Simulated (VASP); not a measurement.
# B3C2: relaxation of cell and atoms with PBE

Crystal: B3C2.

```
CELL_PARAMETERS angstrom
5.06467 0.00000 0.00000
-2.53233 4.38613 0.00000
0.00000 0.00000 4.20872
ATOMIC_POSITIONS crystal
B 0.50000 0.00000 0.00000
B 0.00000 0.50000 0.00000
B 0.50000 0.50000 0.00000
C 0.33333 0.66667 0.00000
C 0.66667 0.33333 0.00000
```

The cell was built from a structure type or drawn by symmetry, and may not be a known phase.

```
Program                : VASP 6.6.1
Task                   : relaxation of cell and atoms
Functional             : PBE
Potentials or basis    : VASP PAW PBE potentials, release 64 (B, C)
Cutoff                 : 600 eV
k mesh                 : 12 × 12 × 10
Occupations            : gaussian, width 0.1 eV
Spin                   : no spin polarisation
Dipole correction      : no
Further INCAR settings : ALGO = Normal; EDIFF = 1e-06; IBRION = 2; EDIFFG = -0.01; NSW = 100; ISIF = 3
```

The relaxed volume is 19.26 Å³/atom. The relaxed cell is a = 5.063 Å, b = 5.063 Å, c = 4.338 Å, α = 90.00°, β = 90.00°, γ = 120.00° and the space group after relaxing (to 0.1 Å) is P6/mmm (No. 191). The energy gained by relaxing is 0.4 meV/atom and the ionic steps are 7. The pressure after relaxing is 0.0 GPa and the band gap on the k mesh is zero (an odd number of electrons rules out a gap without spin polarisation).

Stress tensor (GPa, compression positive):
```
-0.03  0.00  0.00
 0.00 -0.03  0.00
 0.00  0.00  0.05
```

The path:
```csv
step,energy change (eV),largest force (eV/Å),pressure (GPa),volume (Å³)
1,0.0000,0.0000,-0.07,93.49
2,-0.0001,0.0000,0.22,93.39
3,-0.0001,0.0000,0.12,93.43
4,-0.0003,0.0000,0.11,93.56
5,-0.0007,0.0000,0.09,93.95
6,-0.0013,0.0000,0.06,94.73
7,-0.0022,0.0000,0.00,96.30
```

Final structure:
```cif
data_structure
_symmetry_space_group_name_H-M 'P 1'
_symmetry_Int_Tables_number 1
_cell_length_a 5.0630
_cell_length_b 5.0630
_cell_length_c 4.3381
_cell_angle_alpha 90.000
_cell_angle_beta 90.000
_cell_angle_gamma 120.000
_cell_volume 96.30
loop_
_atom_site_label
_atom_site_type_symbol
_atom_site_fract_x
_atom_site_fract_y
_atom_site_fract_z
_atom_site_occupancy
B1 B 0.50000 0.00000 0.00000 1
B2 B 0.00000 0.50000 0.00000 1
B3 B 0.50000 0.50000 0.00000 1
C1 C 0.33333 0.66667 0.00000 1
C2 C 0.66667 0.33333 0.00000 1
```

Levels at points of the mesh, in eV from the Fermi level:
```tsv
k point	band 6	band 7	band 8	band 9	band 10	band 11
(0.00, 0.00, 0.00)	-7.28	-5.24	-1.13	0.85	0.85	1.25
(0.50, 0.00, 0.00)	-6.48	-4.39	-3.29	-0.21	1.14	1.45
(0.00, 0.00, 0.50)	-7.26	-5.88	-1.50	0.96	0.96	0.97
(0.50, 0.00, 0.50)	-6.47	-4.96	-3.84	-0.02	0.74	1.23
```

It took 5.7 min on 1 thread of AMD EPYC 7R13 Processor (Zen 3), on a shared host, peak memory 0.29 GiB.

Caveat: this functional lacks dispersion, which binds the layers, so the pressure and a relaxed spacing across them are unreliable.
